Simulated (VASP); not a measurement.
# InP (Fm-3m) in VASP: a series of runs

InP is run at these levels: PBE; tasks: single point, relaxation of cell and atoms.

Everything below comes from runs of VASP 6.6.1. Logs are shortened: lines on timing, memory, paths and dates and some standing lists are left out, and cuts for length are marked.

### 1 The cell of the first run

Symmetry: Fm-3m, No. 225, cubic system. The conventional cell has a = 5.545 Å, b = 5.545 Å, c = 5.545 Å, α = 90.00°, β = 90.00°, γ = 90.00°. In (site symmetry m-3m) has 6 P at 2.77 Å within 3.7 Å. Within 3.7 Å of P (site symmetry m-3m) lie 6 In at 2.77 Å.

### 2 Single point, PBE

INCAR reads:

```
SYSTEM = InP
PREC = Accurate
ENCUT = 520
EDIFF = 1E-6
ISMEAR = 0
SIGMA = 0.1
LREAL = .FALSE.
LASPH = .TRUE.
NELM = 80
ALGO = Normal
ISIF = 2
LWAVE = .FALSE.
LCHARG = .FALSE.
GGA = PE
NBANDS = 16
```

KPOINTS reads:

```
Automatic mesh
0
G
  6 6 6
  0 0 0
```

POSCAR reads:

```
InP
1.0
    0.0000000000      2.7724027201      2.7724027201
    2.7724027201      0.0000000000      2.7724027201
    2.7724027201      2.7724027201      0.0000000000
In P
1 1
Direct
    0.0000000000      0.0000000000      0.0000000000
    0.5000000000      0.5000000000      0.5000000000
```

Potentials or basis: VASP PAW PBE potentials, release 64 (In_d, P).

Launch:

```
$ cat potpaw_PBE.64/In_d/POTCAR potpaw_PBE.64/P/POTCAR > POTCAR
$ mpirun -np 1 vasp_std > vasp.out
```

OUTCAR:

```text
SYSTEM = InP
   PREC = Accurate
   ENCUT = 520
   EDIFF = 1E-6
   ISMEAR = 0
   LREAL = .FALSE.
   LASPH = .TRUE.
   NELM = 80
   ISIF = 2
   GGA = PE

 ion  position               nearest neighbor table
   1  0.000  0.000  0.000-   2 2.77   2 2.77   2 2.77   2 2.77   2 2.77   2 2.77
   2  0.500  0.500  0.500-   1 2.77   1 2.77   1 2.77   1 2.77   1 2.77   1 2.77

  LATTYP: Found a face centered cubic cell.
 ALAT       =     5.5448054402

  Lattice vectors:

 A1 = (   0.0000000000,   2.7724027201,   2.7724027201)
 A2 = (   2.7724027201,   0.0000000000,   2.7724027201)
 A3 = (   2.7724027201,   2.7724027201,   0.0000000000)

Analysis of symmetry for initial positions (statically):
=====================================================================
 Subroutine PRICEL returns:
 Original cell was already a primitive cell.

 Routine SETGRP: Setting up the symmetry group for a
 face centered cubic supercell.

 Subroutine GETGRP returns: Found 48 space group operations
 (whereof 48 operations were pure point group operations)
 out of a pool of 48 trial point group operations.

The static configuration has the point symmetry O_h .

Analysis of symmetry for dynamics (positions and initial velocities):
=====================================================================
 Subroutine PRICEL returns:
 Original cell was already a primitive cell.

 Routine SETGRP: Setting up the symmetry group for a
 face centered cubic supercell.

 Subroutine GETGRP returns: Found 48 space group operations
 (whereof 48 operations were pure point group operations)
 out of a pool of 48 trial point group operations.

The dynamic configuration has the point symmetry O_h .

 Subroutine INISYM returns: Found 48 space group operations
 (whereof 48 operations are pure point group operations),
 and found     1 'primitive' translations

----------------------------------------------------------------------------------------

                                     Primitive cell

  volume of cell :      42.6186

  direct lattice vectors                    reciprocal lattice vectors
     0.000000000  2.772402720  2.772402720    -0.180348979  0.180348979  0.180348979
     2.772402720  0.000000000  2.772402720     0.180348979 -0.180348979  0.180348979
     2.772402720  2.772402720  0.000000000     0.180348979  0.180348979 -0.180348979

  length of vectors
     3.920769527  3.920769527  3.920769527     0.312373595  0.312373595  0.312373595

  position of ions in fractional coordinates (direct lattice)
     0.000000000  0.000000000  0.000000000
     0.500000000  0.500000000  0.500000000

  ion indices of the primitive-cell ions
   primitive index   ion index
                 1           1
                 2           2

----------------------------------------------------------------------------------------

 KPOINTS: Automatic mesh

Automatic generation of k-mesh.
 Grid dimensions read from file:
 generate k-points for:    6    6    6

 Generating k-lattice:

  Cartesian coordinates                     Fractional coordinates (reciprocal lattice)
    -0.030058163  0.030058163  0.030058163     0.166666667  0.000000000  0.000000000
     0.030058163 -0.030058163  0.030058163     0.000000000  0.166666667  0.000000000
     0.030058163  0.030058163 -0.030058163     0.000000000  0.000000000  0.166666667

  Length of vectors
     0.052062266  0.052062266  0.052062266

  Shift w.r.t. Gamma in fractional coordinates (k-lattice)
     0.000000000  0.000000000  0.000000000

 Subroutine IBZKPT returns following result:
 ===========================================

 Found     16 irreducible k-points:

 Following reciprocal coordinates:
            Coordinates               Weight
  0.000000  0.000000  0.000000      1.000000
  0.166667  0.000000  0.000000      8.000000
  0.333333  0.000000  0.000000      8.000000
  0.500000  0.000000  0.000000      4.000000
  0.166667  0.166667  0.000000      6.000000
  0.333333  0.166667  0.000000     24.000000
[... 8 lines left out ...]
 -0.333333  0.333333  0.166667     24.000000
 -0.333333  0.500000  0.166667     12.000000
   k-points           NKPTS =     16   k-points in BZ     NKDIM =     16   number of bands    NBANDS=     16
   number of dos      NEDOS =    301   number of ions     NIONS =      2
   total plane-waves  NPLWV =  27000
   dimension x,y,z NGX =    30 NGY =   30 NGZ =   30
   dimension x,y,z NGXF=    60 NGYF=   60 NGZF=   60
   ions per type =               1   1
   NGX,Y,Z   is equivalent  to a cutoff of  12.72, 12.72, 12.72 a.u.
   NGXF,Y,Z  is equivalent  to a cutoff of  25.44, 25.44, 25.44 a.u.
 SYSTEM =  InP
   PREC   = accura    normal or accurate (medium, high low for compatibility)
   ISTART =      0    job   : 0-new  1-cont  2-samecut
   ICHARG =      2    charge: 1-file 2-atom 10-const
   ISPIN  =      1    spin polarized calculation?
   LNONCOLLINEAR =      F non collinear calculations
   LSORBIT =      F    spin-orbit coupling
   LASPH  =      T    aspherical Exc in radial PAW
   ENCUT  =  520.0 eV  38.22 Ry    6.18 a.u.   7.29  7.29  7.29*2*pi/ulx,y,z
   NELM   =     80;   NELMIN=  2; NELMDL= -5     # of ELM steps
   EDIFF  = 0.1E-05   stopping-criterion for ELM
   LREAL  =      F    real-space projection
   EDIFFG = 0.1E-04   stopping-criterion for IOM
   NSW    =      0    number of steps for IOM
   IBRION =     -1    ionic relax: 0-MD 1-quasi-New 2-CG
   NFREE  =      0    steps in history (QN), initial steepest desc. (CG)
   ISIF   =      2    stress and relaxation
   ISYM   =      2    0-nonsym 1-usesym 2-fastsym
   POTIM  = 0.5000    time-step for ionic-motion
   TEBEG  =    0.0;   TEEND  =   0.0 temperature during run
   PSTRESS=    0.0 pullay stress
   NELECT =      18.0000    total number of electrons
   NUPDOWN=      -1.0000    fix difference up-down
   EMIN   =  10.00;   EMAX   =-10.00  energy-range for DOS
   EFERMI =   0.00;   METHOD = LEGACY
   ISMEAR =     0;   SIGMA  =   0.10  broadening in eV -4-tet -1-fermi 0-gaus
   EFERMI_NEDOS =   21; number of points for ismear=-14 and -15
   IALGO  =     38    algorithm
   IMIX   =      4    mixing-type and parameters
     AMIX     =   0.40;   BMIX     =  1.00
     AMIX_MAG =   1.60;   BMIX_MAG =  1.00
  volume/ion in A,a.u.               =      21.31       143.80
  Fermi-wavevector in a.u.,A,eV,Ry     =   1.228286  2.321123 20.526912  1.508685
  Thomas-Fermi vector in A             =   2.363217
   LORBIT       =      0    0 simple, 1 ext, 2 COOP (PROOUT), +10 PAW based schemes
   GGA     = PE    functional components
   LHFCALC =     F    Hartree Fock is set to
   AEXX    =    0.0000 exact exchange contribution
   IVDW    =     0    specifies the selected vdW correction
   LEPSILON=     F    determine dielectric tensor
   LRPA    =     F    only Hartree local field effects (RPA)
 non-spin polarized calculation
 Gauss-broadening in eV      SIGMA  =   0.10
  energy-cutoff  :      520.00
  volume of cell :       42.62
 maximum number of plane-waves:      1167
 NGX is ok and might be reduce to    30
   NGX = 15   NGY = 15   NGZ = 15

 number of electron      18.0000008 magnetization

 Free energy of the ion-electron system (eV)
  ---------------------------------------------------
  ext. energy  EPLUGINS =         0.00000000
  ---------------------------------------------------
  free energy    TOTEN  =        -7.93187806 eV

  energy without entropy =       -7.92247462  energy(sigma->0) =       -7.92717634

 E-fermi :   6.9558     XC(G=0): -10.3780

 val. band max:        6.9452875394   @ k =   0.3333   0.0000   0.0000
 cond. band min:       7.1084925386   @ k =   0.5000   0.0000   0.0000
 fundamental gap:      0.1632049992
 Fermi energy:         6.9557838244

 k-point     1 :       0.0000    0.0000    0.0000
  band No.  band energies     occupation
      1      -7.1765      2.00000
      2      -7.1765      2.00000
      3      -7.1561      2.00000
      4      -7.1561      2.00000
      5      -7.1561      2.00000
      6      -5.0079      2.00000
[... 8 lines left out ...]
     15      15.4553      0.00000
     16      15.4553      0.00000

 k-point     2 :       0.1667    0.0000    0.0000
  band No.  band energies     occupation
      1      -7.1903      2.00000
      2      -7.1903      2.00000
      3      -7.1572      2.00000
      4      -7.1376      2.00000
      5      -7.1376      2.00000
      6      -4.6679      2.00000
[... 8 lines left out ...]
     15      14.9895      0.00000
     16      15.2800      0.00000

 k-point     3 :       0.3333    0.0000    0.0000
  band No.  band energies     occupation
      1      -7.2219      2.00000
      2      -7.2219      2.00000
      3      -7.1628      2.00000
      4      -7.0958      2.00000
      5      -7.0958      2.00000
      6      -3.7383      2.00000
[... 8 lines left out ...]
     15      16.6450      0.00000
     16      16.6450      0.00000

 k-point     4 :       0.5000    0.0000    0.0000
  band No.  band energies     occupation
      1      -7.2379      2.00000
      2      -7.2379      2.00000
      3      -7.1668      2.00000
      4      -7.0746      2.00000
      5      -7.0746      2.00000
      6      -2.9601      2.00000
[... 8 lines left out ...]
     15      18.2521      0.00000
     16      18.2521      0.00000
[... 172 lines left out ...]
 k-point    14 :       0.5000    0.3333    0.1667
  band No.  band energies     occupation
      1      -7.3426      2.00000
      2      -7.1845      2.00000
      3      -7.1642      2.00000
      4      -7.0930      2.00000
      5      -7.0750      2.00000
      6      -2.8484      2.00000
[... 8 lines left out ...]
     15      19.1532      0.00000
     16      19.6046      0.00000

 k-point    15 :      -0.3333    0.3333    0.1667
  band No.  band energies     occupation
      1      -7.3628      2.00000
      2      -7.1945      2.00000
      3      -7.1345      2.00000
      4      -7.1211      2.00000
      5      -7.0584      2.00000
      6      -2.1676      2.00000
[... 8 lines left out ...]
     15      17.5570      0.00000
     16      20.0560      0.00000

 k-point    16 :      -0.3333    0.5000    0.1667
  band No.  band energies     occupation
      1      -7.4293      2.00000
      2      -7.1721      2.00000
      3      -7.1647      2.00000
      4      -7.0894      2.00000
      5      -7.0441      2.00000
      6      -1.8395      2.00000
[... 8 lines left out ...]
     15      19.1804      0.00000
     16      20.3548      0.00000

------------------------ aborting loop because EDIFF is reached ----------------------------------------

  FORCE on cell =-STRESS in cart. coord.  units (eV):
  Direction    XX          YY          ZZ          XY          YZ          ZX
  --------------------------------------------------------------------------------------
  -------------------------------------------------------------------------------------
  Total       -0.0148064     -0.0148064     -0.0148064     -0.0000000      0.0000000      0.0000000
  in kB       -0.5566243     -0.5566243     -0.5566243     -0.0000000      0.0000000      0.0000000
  external PRESSURE =      -0.5566243 kB  Pullay stress =       0.0000000 kB

 VOLUME and BASIS-vectors are now :
 -----------------------------------------------------------------------------
  energy-cutoff  :      520.00
  volume of cell :       42.62
      direct lattice vectors                 reciprocal lattice vectors
     0.000000000  2.772402720  2.772402720    -0.180348979  0.180348979  0.180348979
     2.772402720  0.000000000  2.772402720     0.180348979 -0.180348979  0.180348979
     2.772402720  2.772402720  0.000000000     0.180348979  0.180348979 -0.180348979

 POSITION                                       TOTAL-FORCE (eV/Angst)
 -----------------------------------------------------------------------------------
      0.00000      0.00000      0.00000        -0.000000      0.000000      0.000000
      2.77240      2.77240      2.77240         0.000000     -0.000000     -0.000000
 -----------------------------------------------------------------------------------
    total drift:                               -0.000000      0.000000      0.000000

  FREE ENERGIE OF THE ION-ELECTRON SYSTEM (eV)
  ---------------------------------------------------
  free  energy   TOTEN  =        -7.9318780617 eV

  energy  without entropy=       -7.9224746171  energy(sigma->0) =       -7.92717634
```

Wall time 19 s (1 thread of Intel Xeon 8259CL, shared host); peak memory 0.17 GiB.

What came out:

```yaml
Free_energy: -7.9319 eV
Pressure: -0.1 GPa
Band_gap_on_the_k_mesh: zero (bands 9 and 10 overlap by 2.61 eV)
```

Caveat: spin-orbit coupling is left out, which moves the levels of the heavy elements.

### 3 Single point, PBE

This run uses another cell than the first one, of 23.27 Å³/atom.

INCAR reads:

```
ALGO     = Normal         # electronic algorithm
EDIFF    = 1E-6           # SCF threshold, eV
ENCUT    = 520            # plane-wave cutoff, eV
GGA      = PE             # functional
ISIF     = 2              # what is computed and relaxed
ISMEAR   = 0              # smearing method
LASPH    = True           # aspherical terms in the spheres
LCHARG   = False          # write CHGCAR
LREAL    = False          # projectors in reciprocal space
LWAVE    = False          # write WAVECAR
NBANDS   = 16             # bands
NELM     = 100            # most SCF steps
PREC     = Accurate       # precision mode
SIGMA    = 0.1            # smearing width, eV
```

KPOINTS reads:

```
k-points
0
Gamma
  6 6 6
```

POSCAR reads:

```
InP
1.0
    0.0000000000      2.8550000200      2.8550000200
    2.8550000200      0.0000000000      2.8550000200
    2.8550000200      2.8550000200      0.0000000000
In P
1 1
Direct
    0.0000000000      0.0000000000      0.0000000000
    0.5000000000      0.5000000000      0.5000000000
```

Potentials or basis: VASP PAW PBE potentials, release 64 (In_d, P).

Launch:

```
$ cat potpaw_PBE.64/In_d/POTCAR potpaw_PBE.64/P/POTCAR > POTCAR
$ mpirun -np 1 vasp_std > vasp.out
```

OUTCAR:

```text
EDIFF = 1E-6
   ENCUT = 520
   GGA = PE
   ISIF = 2
   ISMEAR = 0
   LASPH = True
   LREAL = False
   NELM = 100
   PREC = Accurate

 ion  position               nearest neighbor table
   1  0.000  0.000  0.000-   2 2.86   2 2.86   2 2.86   2 2.86   2 2.86   2 2.86
   2  0.500  0.500  0.500-   1 2.86   1 2.86   1 2.86   1 2.86   1 2.86   1 2.86

  LATTYP: Found a face centered cubic cell.
 ALAT       =     5.7100000400

  Lattice vectors:

 A1 = (   0.0000000000,   2.8550000200,   2.8550000200)
 A2 = (   2.8550000200,   0.0000000000,   2.8550000200)
 A3 = (   2.8550000200,   2.8550000200,   0.0000000000)

Analysis of symmetry for initial positions (statically):
=====================================================================
 Subroutine PRICEL returns:
 Original cell was already a primitive cell.

 Routine SETGRP: Setting up the symmetry group for a
 face centered cubic supercell.

 Subroutine GETGRP returns: Found 48 space group operations
 (whereof 48 operations were pure point group operations)
 out of a pool of 48 trial point group operations.

The static configuration has the point symmetry O_h .

Analysis of symmetry for dynamics (positions and initial velocities):
[... 150 lines left out ...]
 E-fermi :   5.9428     XC(G=0):  -9.9762

 val. band max:        5.9340015012   @ k =   0.3333   0.0000   0.0000
 cond. band min:       6.0654188966   @ k =   0.5000   0.0000   0.0000
 fundamental gap:      0.1314173954
 Fermi energy:         5.9427584948

 k-point     1 :       0.0000    0.0000    0.0000
  band No.  band energies     occupation
      1      -8.1207      2.00000
      2      -8.1207      2.00000
      3      -8.1059      2.00000
      4      -8.1059      2.00000
      5      -8.1059      2.00000
      6      -5.4192      2.00000
[... 281 lines left out ...]
      3      -8.1109      2.00000
      4      -8.0557      2.00000
      5      -8.0231      2.00000
      6      -2.7769      2.00000
[... 8 lines left out ...]
     15      17.5136      0.00000
     16      19.0435      0.00000

------------------------ aborting loop because EDIFF is reached ----------------------------------------

  FORCE on cell =-STRESS in cart. coord.  units (eV):
  Direction    XX          YY          ZZ          XY          YZ          ZX
  --------------------------------------------------------------------------------------
  -------------------------------------------------------------------------------------
  Total       -1.4808506     -1.4808506     -1.4808506      0.0000000      0.0000000     -0.0000000
  in kB      -50.9769068    -50.9769068    -50.9769068      0.0000000      0.0000000     -0.0000000
  external PRESSURE =     -50.9769068 kB  Pullay stress =       0.0000000 kB

 VOLUME and BASIS-vectors are now :
 -----------------------------------------------------------------------------
  energy-cutoff  :      520.00
  volume of cell :       46.54
      direct lattice vectors                 reciprocal lattice vectors
     0.000000000  2.855000020  2.855000020    -0.175131347  0.175131347  0.175131347
     2.855000020  0.000000000  2.855000020     0.175131347 -0.175131347  0.175131347
     2.855000020  2.855000020  0.000000000     0.175131347  0.175131347 -0.175131347

 POSITION                                       TOTAL-FORCE (eV/Angst)
 -----------------------------------------------------------------------------------
      0.00000      0.00000      0.00000         0.000000     -0.000000      0.000000
      2.85500      2.85500      2.85500        -0.000000      0.000000     -0.000000
 -----------------------------------------------------------------------------------
    total drift:                               -0.000000      0.000000      0.000000

  FREE ENERGIE OF THE ION-ELECTRON SYSTEM (eV)
  ---------------------------------------------------
  free  energy   TOTEN  =        -7.8630386999 eV

  energy  without entropy=       -7.8527831606  energy(sigma->0) =       -7.85791093
```

OSZICAR:

```text
N       E                     dE             d eps       ncg     rms          rms(c)
DAV:   1     0.108175638786E+03    0.10818E+03   -0.84960E+03   512   0.129E+03
DAV:   2    -0.120273178685E+01   -0.10938E+03   -0.10450E+03   560   0.302E+02
DAV:   3    -0.792329125714E+01   -0.67206E+01   -0.66667E+01   656   0.713E+01
DAV:   4    -0.809818282756E+01   -0.17489E+00   -0.17473E+00   624   0.117E+01
DAV:   5    -0.810740578843E+01   -0.92230E-02   -0.92226E-02   776   0.237E+00    0.400E+00
DAV:   6    -0.786886315345E+01    0.23854E+00   -0.44771E-01   776   0.100E+01    0.228E+00
DAV:   7    -0.786258632821E+01    0.62768E-02   -0.59611E-02   728   0.189E+00    0.100E+00
DAV:   8    -0.786287788643E+01   -0.29156E-03   -0.47692E-03   608   0.752E-01    0.927E-02
DAV:   9    -0.786299998727E+01   -0.12210E-03   -0.19594E-04   760   0.144E-01    0.664E-02
DAV:  10    -0.786302991350E+01   -0.29926E-04   -0.23629E-05   640   0.552E-02    0.198E-02
DAV:  11    -0.786303857519E+01   -0.86617E-05   -0.84260E-06   632   0.293E-02    0.650E-03
DAV:  12    -0.786303869986E+01   -0.12467E-06   -0.30827E-07   424   0.493E-03
   1 F= -.78630387E+01 E0= -.78579109E+01  d E =-.102555E-01
```

stdout:

```text
POSCAR found type information on POSCAR InP
 POSCAR found :  2 types and       2 ions
 scaLAPACK will be used
 LDA part: xc-table for (Slater+PW92), standard interpolation
 POSCAR, INCAR and KPOINTS ok, starting setup
 FFT: planning ... GRIDC
 FFT: planning ... GRID_SOFT
 FFT: planning ... GRID
 WAVECAR not read
 entering main loop
```

Wall time 16 s (1 thread of Intel Xeon 8259CL, shared host); peak memory 0.17 GiB.

Results:

```yaml
Free_energy: -7.8630 eV
Pressure: -5.1 GPa
Band_gap_on_the_k_mesh: zero (bands 9 and 10 overlap by 2.31 eV)
```

Caveat: the cell stands under tension; spin-orbit coupling is left out, which moves the levels of the heavy elements.

(Part 1 of 2 ends here.)
